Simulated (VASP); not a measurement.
# Bi (Im-3m) in VASP: further runs, part 2 of 2

VASP 6.6.1. The steps go on from the part before.

## 3. Single point, PBEsol+D4

This run uses another cell than the first one, of 29.18 Å³/atom, 0.994 times its volume.

File INCAR:

```
  PREC = Accurate
  ENCUT = 520
  EDIFF = 1E-6
  ISMEAR = -1
  SIGMA = 0.05
  LREAL = F
  LASPH = T
  NELM = 100
  ALGO = Normal
  ISIF = 2
  LWAVE = F
  LCHARG = F
  GGA = PS
  IVDW = 13
  NBANDS = 14
```

File KPOINTS:

```
Automatic mesh
0
Gamma
  9 9 9
```

File POSCAR:

```
Bi
1.0
   -1.9395345861      1.9395345861      1.9395345861
    1.9395345861     -1.9395345861      1.9395345861
    1.9395345861      1.9395345861     -1.9395345861
Bi
1
Direct
    0.0000000000      0.0000000000      0.0000000000
```

Potentials or basis: VASP PAW PBE potentials, release 64 (Bi_d).

The run is started by

```bash
$ cat potpaw_PBE.64/Bi_d/POTCAR > POTCAR
$ mpirun -np 1 vasp_std > vasp.out
```

OUTCAR:

```text
PREC = Accurate
   ENCUT = 520
   EDIFF = 1E-6
   ISMEAR = -1
   LREAL = F
   LASPH = T
   NELM = 100
   ISIF = 2
   GGA = PS
   IVDW = 13

 ion  position               nearest neighbor table
   1  0.000  0.000  0.000-

  LATTYP: Found a body centered cubic cell.
 ALAT       =     3.8790691722

  Lattice vectors:

 A1 = (  -1.9395345861,   1.9395345861,   1.9395345861)
 A2 = (   1.9395345861,  -1.9395345861,   1.9395345861)
 A3 = (   1.9395345861,   1.9395345861,  -1.9395345861)

Analysis of symmetry for initial positions (statically):
=====================================================================
 Subroutine PRICEL returns:
 Original cell was already a primitive cell.

 Routine SETGRP: Setting up the symmetry group for a
 body centered cubic supercell.

 Subroutine GETGRP returns: Found 48 space group operations
[... 9 lines left out ...]

 Routine SETGRP: Setting up the symmetry group for a
 body centered cubic supercell.

 Subroutine GETGRP returns: Found 48 space group operations
[... 11 lines left out ...]
                                     Primitive cell

  volume of cell :      29.1845

  direct lattice vectors                    reciprocal lattice vectors
    -1.939534586  1.939534586  1.939534586     0.000000000  0.257793805  0.257793805
     1.939534586 -1.939534586  1.939534586     0.257793805  0.000000000  0.257793805
     1.939534586  1.939534586 -1.939534586     0.257793805  0.257793805  0.000000000

  length of vectors
     3.359372446  3.359372446  3.359372446     0.364575495  0.364575495  0.364575495

  position of ions in fractional coordinates (direct lattice)
     0.000000000  0.000000000  0.000000000

  ion indices of the primitive-cell ions
   primitive index   ion index
                 1           1

----------------------------------------------------------------------------------------

 KPOINTS: Automatic mesh

Automatic generation of k-mesh.
 Grid dimensions read from file:
 generate k-points for:    9    9    9
[... 89 lines left out ...]
   GGA     = PS    functional components
   LHFCALC =     F    Hartree Fock is set to
   AEXX    =    0.0000 exact exchange contribution
   IVDW    =    13    specifies the selected vdW correction
   LEPSILON=     F    determine dielectric tensor
   LRPA    =     F    only Hartree local field effects (RPA)
 non-spin polarized calculation
  energy-cutoff  :      520.00
  volume of cell :       29.18
 maximum number of plane-waves:       794
 NGX is ok and might be reduce to    28
   NGX = 13   NGY = 13   NGZ = 13

 number of electron      15.0000005 magnetization

 Free energy of the ion-electron system (eV)
  ---------------------------------------------------
  ext. energy  EPLUGINS =         0.00000000
  ---------------------------------------------------
  free energy    TOTEN  =        -4.22898050 eV

  energy without entropy =       -4.22404697  energy(sigma->0) =       -4.22651374

 E-fermi :   8.6794     XC(G=0): -10.7478

 val. band max:        8.6621937642   @ k =   0.2222   0.0000   0.0000
 cond. band min:       8.7099679004   @ k =  -0.2222   0.2222   0.1111
 fundamental gap:      0.0477741362
 Fermi energy:         8.6794476196

 k-point     1 :       0.0000    0.0000    0.0000
  band No.  band energies     occupation
      1     -14.4306      2.00000
      2     -14.4306      2.00000
      3     -14.4306      2.00000
      4     -14.2708      2.00000
      5     -14.2708      2.00000
      6      -5.4254      2.00000
      7      14.1673      0.00000
      8      14.1673      0.00000
      9      14.1673      0.00000
     10      18.5349      0.00000
     11      19.0570      0.00000
     12      19.0570      0.00000
     13      19.0570      0.00000
     14      20.6866      0.00000
[... 377 lines left out ...]
      1     -14.4197      2.00000
      2     -14.3786      2.00000
      3     -14.3223      2.00000
      4     -14.2775      2.00000
      5     -14.1846      2.00000
      6      -1.5303      2.00000
      7       3.8547      2.00000
      8       7.6447      2.00000
      9      11.4178      0.00000
     10      16.1835      0.00000
     11      17.6679      0.00000
     12      18.6693      0.00000
     13      20.3037      0.00000
     14      26.7678      0.00000

 [... further k-points ...]

------------------------ aborting loop because EDIFF is reached ----------------------------------------

  DFT-D4 for vdW energy calculation

  Edisp (eV):   -0.33957

  FORCE on cell =-STRESS in cart. coord.  units (eV):
  Direction    XX          YY          ZZ          XY          YZ          ZX
  --------------------------------------------------------------------------------------
  -------------------------------------------------------------------------------------
  Total      -0.01403    -0.01403    -0.01403    -0.00000     0.00000     0.00000
  in kB      -0.76999    -0.76999    -0.76999    -0.00000     0.00000     0.00000
  external pressure =       -0.77 kB  Pullay stress =        0.00 kB

 VOLUME and BASIS-vectors are now :
 -----------------------------------------------------------------------------
  energy-cutoff  :      520.00
  volume of cell :       29.18
      direct lattice vectors                 reciprocal lattice vectors
    -1.939534586  1.939534586  1.939534586     0.000000000  0.257793805  0.257793805
     1.939534586 -1.939534586  1.939534586     0.257793805  0.000000000  0.257793805
     1.939534586  1.939534586 -1.939534586     0.257793805  0.257793805  0.000000000

 POSITION                                       TOTAL-FORCE (eV/Angst)
 -----------------------------------------------------------------------------------
      0.00000      0.00000      0.00000        -0.000000     -0.000000      0.000000
 -----------------------------------------------------------------------------------
    total drift:                               -0.000000     -0.000000     -0.000000

  FREE ENERGIE OF THE ION-ELECTRON SYSTEM (eV)
  ---------------------------------------------------
  free  energy   TOTEN  =        -4.5685537686 eV

  energy  without entropy=       -4.5636202479  energy(sigma->0) =       -4.56608701
```

OSZICAR:

```text
N       E                     dE             d eps       ncg     rms          rms(c)
DAV:   1     0.107864213765E+03    0.10786E+03   -0.76919E+03   988   0.122E+03
DAV:   2     0.186286416861E+01   -0.10600E+03   -0.10271E+03  1064   0.335E+02
DAV:   3    -0.409627324893E+01   -0.59591E+01   -0.59390E+01  1210   0.764E+01
DAV:   4    -0.423221651623E+01   -0.13594E+00   -0.13592E+00  1256   0.122E+01
DAV:   5    -0.423776985033E+01   -0.55533E-02   -0.55532E-02  1386   0.228E+00    0.500E-01
DAV:   6    -0.423089515899E+01    0.68747E-02   -0.94767E-03  1340   0.141E+00    0.276E-01
DAV:   7    -0.422903122335E+01    0.18639E-02   -0.50547E-03  1310   0.102E+00    0.805E-02
DAV:   8    -0.422898218836E+01    0.49035E-04   -0.43953E-04  1264   0.311E-01    0.780E-03
DAV:   9    -0.422898096485E+01    0.12235E-05   -0.98545E-06  1454   0.406E-02    0.374E-03
DAV:  10    -0.422898049550E+01    0.46934E-06   -0.52501E-07   874   0.675E-03
   1 F= -.45685538E+01 E0= -.45660870E+01  d E =-.493352E-02
```

stdout:

```text
POSCAR found type information on POSCAR Bi
 POSCAR found :  1 types and       1 ions
 scaLAPACK will be used
 -----------------------------------------------------------------------------
|                                                                             |
|                                                                             |
|     You enforced a specific xc type in the INCAR file but a different       |
|     I HOPE YOU KNOW WHAT YOU ARE DOING!                                     |
|                                                                             |
 -----------------------------------------------------------------------------

 LDA part: xc-table for (Slater+PW92), standard interpolation
 POSCAR, INCAR and KPOINTS ok, starting setup
 FFT: planning ... GRIDC
 FFT: planning ... GRID_SOFT
 FFT: planning ... GRID
 WAVECAR not read
 entering main loop
```

Wall time 18 s (1 thread of Intel Xeon 8259CL, shared host); peak memory 0.16 GiB.

What came out:

- Free energy: -4.5686 eV
- Pressure: -0.1 GPa
- Dispersion energy per atom: -0.340 eV

Caveat: the PAW data sets were made with another functional, which shifts forces and pressure a little; spin-orbit coupling is left out, which moves the levels of the heavy elements; pairwise dispersion overbinds metals, which lowers pressure and volume.
